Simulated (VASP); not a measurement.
Wanted: the native input for a VASP 6.6.1 run.

```
Task                   : single point
Functional             : PBE
Potentials or basis    : VASP PAW PBE potentials, release 64 (Zr_sv, Pb_d, W_sv)
Cutoff                 : 520 eV
k mesh                 : 4 × 4 × 4
Occupations            : gaussian, width 0.1 eV
Spin                   : no spin polarisation
Dipole correction      : no
Further INCAR settings : ALGO = Normal; EDIFF = 1e-06; NBANDS = 55
```

The structure of Zr3PbW3 lies in POSCAR:

```
Zr3PbW3
1.0
    5.5255811052      0.0000000000      0.0000000000
    0.0000000000      5.5255811052      0.0000000000
    0.0000000000      0.0000000000      5.5255811052
Zr Pb W
3 1 3
Direct
    0.5000000000      0.5000000000      0.0000000000
    0.0000000000      0.5000000000      0.5000000000
    0.5000000000      0.0000000000      0.5000000000
    0.5000000000      0.5000000000      0.5000000000
    0.5000000000      0.0000000000      0.0000000000
    0.0000000000      0.5000000000      0.0000000000
    0.0000000000      0.0000000000      0.5000000000
```

These files were run (other wordings do the same):

INCAR

```
SYSTEM = Zr3PbW3
PREC = Accurate
ENCUT = 520
EDIFF = 1E-6
ISMEAR = 0
SIGMA = 0.1
LREAL = .FALSE.
LASPH = .TRUE.
NELM = 100
ALGO = Normal
ISIF = 2
LWAVE = .FALSE.
LCHARG = .FALSE.
GGA = PE
NBANDS = 55
```

KPOINTS

```
Automatic mesh
0
G
  4 4 4
  0 0 0
```

Potentials or basis: VASP PAW PBE potentials, release 64 (Zr_sv, Pb_d, W_sv).

Launch:

```bash
$ cat potpaw_PBE.64/Zr_sv/POTCAR potpaw_PBE.64/Pb_d/POTCAR potpaw_PBE.64/W_sv/POTCAR > POTCAR
$ mpirun -np 1 vasp_std > vasp.out
```

Results of the run:

```yaml
Pressure: 0.1 GPa
Band_gap_on_the_k_mesh: zero (band 46 reaches 7.53 eV, above the bottom of band 47 at 7.34 eV)
```

Caveat: spin-orbit coupling is left out, which moves the levels of the heavy elements.

Run time: 50 s on 1 thread of Intel(R) Xeon(R) 6975P-C (Granite Rapids) (shared host), peak memory 0.29 GiB.
